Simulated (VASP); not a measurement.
The system is GaN.

```
CELL_PARAMETERS angstrom
3.18000 0.00000 0.00000
-1.59000 2.75396 0.00000
0.00000 0.00000 5.16600
ATOMIC_POSITIONS crystal
Ga 0.33333 0.66667 0.00000
Ga 0.66667 0.33333 0.50000
N 0.33333 0.66667 0.37500
N 0.66667 0.33333 0.87500
```

```yaml
Program: VASP 6.6.1
Task: relaxation of cell and atoms
Functional: PBE
Potentials_or_basis: VASP PAW PBE potentials, release 64 (Ga_d, N)
Cutoff: 600 eV
k_mesh: 6 × 6 × 4
Occupations: gaussian, width 0.1 eV
Spin: no spin polarisation
```

At the start: pressure 7.1 GPa; volume 11.31 Å³/atom.

**Question.** How do energy, volume and symmetry change on relaxing?

**Answer.** Over 3 steps the energy falls by 10.0 meV/atom and the volume is 11.76 Å³/atom (+3.9 %); space group P6_3mc (No. 186, to 0.05 Å).

The path:
```
step  energy change (eV)  largest force (eV/Å)  pressure (GPa)  volume (Å³)
   1              0.0000                0.1347            7.14        45.24
   2             -0.0117                0.0608           -5.26        48.62
   3             -0.0399                0.0116           -0.03        47.03
```

Final structure:
```cif
data_structure
_symmetry_space_group_name_H-M 'P 1'
_symmetry_Int_Tables_number 1
_cell_length_a 3.2172
_cell_length_b 3.2172
_cell_length_c 5.2463
_cell_angle_alpha 90.000
_cell_angle_beta 90.000
_cell_angle_gamma 120.000
_cell_volume 47.03
loop_
_atom_site_label
_atom_site_type_symbol
_atom_site_fract_x
_atom_site_fract_y
_atom_site_fract_z
_atom_site_occupancy
Ga1 Ga 0.33333 0.66667 0.99931 1
Ga2 Ga 0.66667 0.33333 0.49931 1
N1 N 0.33333 0.66667 0.37569 1
N2 N 0.66667 0.33333 0.87569 1
```
